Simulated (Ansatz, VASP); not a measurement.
**Two plane-wave programs on MgO**

```
Mg O
1.0
     0.00000    2.30536    2.30536
     2.30536    0.00000    2.30536
     2.30536    2.30536    0.00000
Mg O
1 1
Direct
  0.50000 0.50000 0.50000
  0.25000 0.25000 0.25000
```

Alike in both runs: task relaxation of cell and atoms; functional PBE; k mesh 8 × 8 × 8; occupations gaussian, width 0.02 eV; no spin polarisation.

|  | VASP | Ansatz |
| --- | --- | --- |
| version | VASP 6.6.1 | Ansatz 0.2.0 |
| potentials or method | VASP PAW PBE potentials, release 64 (Mg, O), cutoff 600 eV | scalar-relativistic, plane waves, PAW |
| valence electrons in the cell | 8 | 16 |

Ansatz gave:

| Property | Result |
| --- | --- |
| gap on the k mesh at the Fermi level, each at its own relaxed structure (eV) | 3.48 |
| relaxed volume (Å³/atom) | 12.27 |
| relaxed cell length with the largest relative difference (Å) | 3.261 |

Which values does VASP return?

gap on the k mesh at the Fermi level, each at its own relaxed structure (eV): 3.50; relaxed volume (Å³/atom): 12.19; relaxed cell length with the largest relative difference (Å): 3.255.

VASP's potentials hold 8 valence electrons a cell and Ansatz's 16, so a difference there can come from the potentials and not from the codes.
